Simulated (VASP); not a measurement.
Set up this calculation in VASP 6.6.1, as the native input.

- Task: single point
- Functional: PBE
- Potentials or basis: VASP PAW PBE potentials, release 64 (W_sv, C)
- Cutoff: 520 eV
- k mesh: 17 × 17 × 17
- Occupations: fermi-dirac, width 0.08 eV
- Spin: no spin polarisation
- Dipole correction: no
- Further INCAR settings: ALGO = Normal; EDIFF = 1e-06; NBANDS = 16

The structure of WC (rocksalt type) lies in POSCAR:

```
WC
1.0
    0.0000000000      1.9433880068      1.9433880068
    1.9433880068      0.0000000000      1.9433880068
    1.9433880068      1.9433880068      0.0000000000
W C
1 1
Direct
    0.0000000000      0.0000000000      0.0000000000
    0.5000000000      0.5000000000      0.5000000000
```

These files were run (other wordings do the same):

INCAR

```
PREC = Accurate
ENCUT = 520
EDIFF = 1E-6
ISMEAR = -1
SIGMA = 0.08
LREAL = False
LASPH = True
NELM = 100
ALGO = Normal
ISIF = 2
LWAVE = False
LCHARG = False
GGA = PE
NBANDS = 16
```

KPOINTS

```
Automatic mesh
0
Gamma
  17 17 17
```

Potentials or basis: VASP PAW PBE potentials, release 64 (W_sv, C).

Command:

```sh
$ cat potpaw_PBE.64/W_sv/POTCAR potpaw_PBE.64/C/POTCAR > POTCAR
$ mpirun -np 1 vasp_std > vasp.out
```

Results of the run:

```json
{
 "Pressure": "284.5 GPa",
 "Band gap on the k mesh": "zero (band 9 reaches 20.60 eV, above the bottom of band 10 at 15.33 eV)"
}
```

Caveat: spin-orbit coupling is left out, which moves the levels of the heavy elements.

Run time: 13 s on 1 thread of Intel(R) Xeon(R) 6975P-C (Granite Rapids), on a shared host, peak memory 0.15 GiB.
